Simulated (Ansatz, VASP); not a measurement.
# One calculation of GeH4, two programs

```
CELL_PARAMETERS angstrom
12.80089 0.00000 0.00000
0.00000 13.30089 0.00000
0.00000 0.00000 13.80089
ATOMIC_POSITIONS crystal
Ge 0.50288 0.50483 0.50080
H 0.40439 0.46874 0.44778
H 0.47788 0.52085 0.60845
H 0.58924 0.42547 0.49074
H 0.53997 0.60428 0.45614
```

Alike in both runs: functional PBE; dispersion D3(BJ); k mesh 1 × 1 × 1; occupations gaussian, width 0.005 eV; no spin polarisation.

Ansatz relaxed the structure, and its values are those at the end. VASP's run is a single point on that final structure, the one shown.

```csv
,VASP,Ansatz
version,VASP 6.6.1,Ansatz 0.2.0
potentials or method,"VASP PAW PBE potentials, release 64 (Ge_d, H)","scalar-relativistic, plane waves, PAW"
plane-wave cutoff (eV),410,420
valence electrons in the cell,18,18
```

Ansatz gave:

```
rms of the force components (eV/Å) : 0.001
```

Q: Estimate VASP's values.

A: rms of the force components (eV/Å): 0.013.
